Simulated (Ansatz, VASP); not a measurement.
# Two plane-wave programs on Re

INCAR

```
SYSTEM = Re
PREC = Accurate
ENCUT = 600
EDIFF = 1E-6
ISMEAR = -1
SIGMA = 0.05
LREAL = .FALSE.
LASPH = .TRUE.
NELM = 60
ALGO = Normal
ISIF = 3
LWAVE = .FALSE.
LCHARG = .FALSE.
GGA = PS
IVDW = 12
IBRION = 2
NSW = 60
EDIFFG = -0.01
```

File KPOINTS:

```
Automatic mesh
0
G
  11 11 6
  0 0 0
```

Contents of POSCAR:

```
Re
1.0
    2.7608000000      0.0000000000      0.0000000000
   -1.3804000000      2.3909229348      0.0000000000
    0.0000000000      0.0000000000      4.4582000000
Re
2
Direct
    0.6666666667      0.3333333333      0.7500000000
    0.3333333333      0.6666666667      0.2500000000
```

input.yaml

```yaml
crystal:
  lattice:
    - [2.7608, 0.0, 0.0]
    - [-1.3804, 2.3909229348, 0.0]
    - [0.0, 0.0, 4.4582]
  atoms:
    - { symbol: Re, position: [0.6666666667, 0.3333333333, 0.75] }
    - { symbol: Re, position: [0.3333333333, 0.6666666667, 0.25] }
hamiltonian:
  xc: pbesol
  pseudopotentials: { kind: paw }
  dispersion: d3bj
kpoints:
  mp_grid: { grid: [11, 11, 6] }
scf:
  occupations: { method: fermi_dirac, width: 0.05 }
output:
  forces: true
  stress: true
relax:
  f_tol: 0.01
  max_steps: 40
  cell: { stress_tol: 0.05 }
```

Alike in both runs: task relaxation of cell and atoms; functional PBEsol; dispersion D3(BJ); k mesh 11 × 11 × 6; occupations fermi-dirac, width 0.05 eV; no spin polarisation.

|  | VASP | Ansatz |
| --- | --- | --- |
| version | VASP 6.6.1 | Ansatz 0.2.0 |
| potentials or method | VASP PAW PBE potentials, release 64 (Re) | Ansatz PAW |
| plane-wave cutoff (eV) | 600 | 420 |
| valence electrons in the cell | 14 | 30 |

Ansatz gave:

* relaxed volume (Å³/atom): 14.27
* relaxed cell length with the largest relative difference (Å): 2.732

Q: What did VASP give for the same quantities?

A: Relaxed volume (Å³/atom): 14.28; relaxed cell length with the largest relative difference (Å): 2.733.

VASP's potentials were made for PBE, not for PBEsol. VASP's potentials hold 14 valence electrons a cell and Ansatz's 30, so a difference there can come from the potentials and not from the codes.

Spin-orbit coupling is off throughout. Noted on Ansatz's run: the plane-wave basis is chosen anew once the cell has moved, so the energies of steps on either side of that aren't comparable.
